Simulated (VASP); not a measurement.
CsBr:

```
Cs Br
1.0
     4.31960    0.00000    0.00000
     0.00000    4.31960    0.00000
     0.00000    0.00000    4.31960
Cs Br
1 1
Direct
  0.00000 0.00000 0.00000
  0.50000 0.50000 0.50000
```

Base run:

- Program: VASP 6.6.1
- Functional: r2SCAN
- Potentials or basis: VASP PAW PBE potentials, release 64 (Cs_sv, Br)
- Cutoff: 550 eV
- k mesh: 4 × 4 × 4
- Occupations: gaussian, width 0.01 eV
- Spin: no spin polarisation

Its results: band gap on the k mesh 5.18 eV; pressure 0.1 GPa.

**Question.** After a change of settings the same cell gave: band gap on the k mesh 5.60 eV (least direct gap 5.60 eV); pressure 0.4 GPa. Which change was it?
A. functional from r2SCAN to PBE; cutoff from 550 eV to 500 eV; k mesh from 4 × 4 × 4 to 6 × 6 × 6
B. functional from r2SCAN to PBE; cutoff from 550 eV to 500 eV
C. functional from r2SCAN to HSE06; cutoff from 550 eV to 400 eV
D. functional from r2SCAN to PBE0; cutoff from 550 eV to 400 eV

**Answer.** C.

Caveats: the PAW data sets were made with another functional, which shifts forces and pressure a little; spin-orbit coupling is left out, which moves the levels of the heavy elements.
